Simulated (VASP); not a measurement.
Write the native input for VASP 6.6.1 that does the following.

```yaml
Task: relaxation of cell and atoms
Functional: PBE
Potentials_or_basis: VASP PAW PBE potentials, release 64 (In_d, Te, S)
Cutoff: 600 eV
k_mesh: 6 × 6 × 8
Occupations: gaussian, width 0.1 eV
Spin: no spin polarisation
Dipole_correction: no
Further_INCAR_settings: ALGO = Normal; EDIFF = 1e-07; IBRION = 2; EDIFFG = -0.01; NSW = 100; ISIF = 3
```

The structure of In2Te2S lies in POSCAR:

```
In2Te2S
1.0
    5.9207936910      0.0000000000      0.0000000000
    0.0000000000      5.9207936910      0.0000000000
    0.0000000000      0.0000000000      4.9288312908
In Te S
2 2 1
Direct
    0.5000000000      0.0000000000      0.0000000000
    0.0000000000      0.5000000000      0.0000000000
    0.0000000000      0.0000000000      0.0000000000
    0.5000000000      0.5000000000      0.5000000000
    0.0000000000      0.0000000000      0.5000000000
```

One way to write it, as run:

INCAR

```
SYSTEM = In2Te2S
PREC = Accurate
ENCUT = 600
EDIFF = 1E-7
ISMEAR = 0
SIGMA = 0.1
LREAL = .FALSE.
LASPH = .TRUE.
NELM = 100
ALGO = Normal
ISIF = 3
LWAVE = .FALSE.
LCHARG = .FALSE.
GGA = PE
IBRION = 2
NSW = 100
EDIFFG = -0.01
```

KPOINTS

```
Automatic mesh
0
G
  6 6 8
  0 0 0
```

Potentials or basis: VASP PAW PBE potentials, release 64 (In_d, Te, S).

The run is started by

```bash
$ cat potpaw_PBE.64/In_d/POTCAR potpaw_PBE.64/Te/POTCAR potpaw_PBE.64/S/POTCAR > POTCAR
$ mpirun -np 1 vasp_std > vasp.out
```

Results of the run:

```json
{"Relaxed volume": "34.58 Å³/atom", "Relaxed cell": "a = 5.933 Å, b = 5.933 Å, c = 4.912 Å, α = 90.00°, β = 90.00°, γ = 90.00°", "Space group after relaxing (to 0.05 Å)": "P4/mmm (No. 123)", "Energy gained by relaxing": "0.2 meV/atom", "Ionic steps": "5", "Pressure after relaxing": "0.0 GPa", "Band gap on the k mesh": "zero (band 22 reaches 5.30 eV, above the bottom of band 23 at 3.39 eV)"}
```

Caveat: spin-orbit coupling is left out, which moves the levels of the heavy elements.

Run time: 22 min on 1 thread of Oxide Virtual Turin-like Processor (shared host), peak memory 0.46 GiB.
